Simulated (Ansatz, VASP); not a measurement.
## Si: VASP beside Ansatz

The input INCAR:

```
SYSTEM = Si
  ALGO = Normal
  EDIFF = 1E-6
  ENCUT = 520
  GGA = PS
  ISIF = 2
  ISMEAR = -1
  ISPIN = 2
  ISYM = 0
  LASPH = .TRUE.
  LCHARG = .FALSE.
  LORBIT = 11
  LREAL = .FALSE.
  LWAVE = .FALSE.
  MAGMOM = 0.01
  NBANDS = 12
  NELM = 150
  PREC = Accurate
  SIGMA = 0.01
```

KPOINTS

```
k-points
0
G
  1 1 1
  0 0 0
```

Contents of POSCAR:

```
Si
1.0
   14.0000000000      0.0000000000      0.0000000000
    0.0000000000     14.4000000000      0.0000000000
    0.0000000000      0.0000000000     14.8000000000
Si
1
Direct
    0.5000000000      0.5000000000      0.5000000000
```

Input for Ansatz:

```yaml
crystal:
  lattice:
    - [14.0, 0.0, 0.0]
    - [0.0, 14.4, 0.0]
    - [0.0, 0.0, 14.8]
  atoms:
    - { symbol: Si, position: [0.5, 0.5, 0.5], spin: 0.01 }
  symmetry: { detect: false, time_reversal: true }
hamiltonian:
  xc: pbesol
  pseudopotentials:
    kind: paw
    azcp:
      Si: "pseudopotentials/Si.paw.azcp"
basis:
  ecutwfc: 420
  fft_grid_basis: typed
kpoints:
  mp_grid: { grid: [1, 1, 1], shift: [0, 0, 0] }
magnetization:
  spin_polarized: true
scf:
  occupations: { method: fermi_dirac, width: 0.01 }
```

Alike in both runs: task single point; functional PBEsol; k mesh 1 × 1 × 1; occupations fermi-dirac, width 0.01 eV; collinear spin.

```csv
,VASP,Ansatz
version,VASP 6.6.1,Ansatz 0.2.0
potentials or method,"VASP PAW PBE potentials, release 64 (Si), cutoff 520 eV","plane waves (420 eV) with PAW, scalar-relativistic"
valence electrons in the cell,4,4
```

|  | VASP | Ansatz | Ansatz less VASP |
| --- | --- | --- | --- |
| net moment per atom (μB) | 0.00 | 2.00 | +2.000 |
| size of the moment on the site where the two differ most (μB) | 0.00 | 2.00 | +2.000 |

The net moments are unlike, so the other rows may belong to different states. VASP's potentials were made for PBE, not for PBEsol, and Ansatz warns of the same on its side. Site moments also hang on the region over which each program counts them.
